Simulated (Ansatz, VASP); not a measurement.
# Be2H3: VASP beside Ansatz

```
Be H
1.0
     1.94494    1.12291    2.49483
    -1.94494    1.12291    2.49483
     0.00000   -2.24582    2.49483
Be H
2 3
Direct
  0.00000 0.00000 0.00000
  0.50000 0.50000 0.50000
  0.00000 0.00000 0.50000
  0.50000 0.00000 0.00000
  0.00000 0.50000 0.00000
```

Alike in both runs: task single point; functional PBE; k mesh 6 × 6 × 6; occupations gaussian, width 0.1 eV; no spin polarisation.

```csv
,VASP,Ansatz
version,VASP 6.6.1,Ansatz 0.2.0
potentials or method,"VASP PAW PBE potentials, release 64 (Be, H), cutoff 520 eV","scalar-relativistic, plane waves, PAW"
valence electrons in the cell,7,7
```

|  | VASP | Ansatz | Ansatz less VASP |
| --- | --- | --- | --- |
| gap on the k mesh at the Fermi level (eV) | none | none | - |
| pressure (GPa) | -11.4 | -11.3 | +0.10 |
| traceless stress, the component that is largest in VASP (GPa) | 11.38 | 11.41 | +0.026 |

A gap of «none» marks a metal or a gap that the smearing closes.
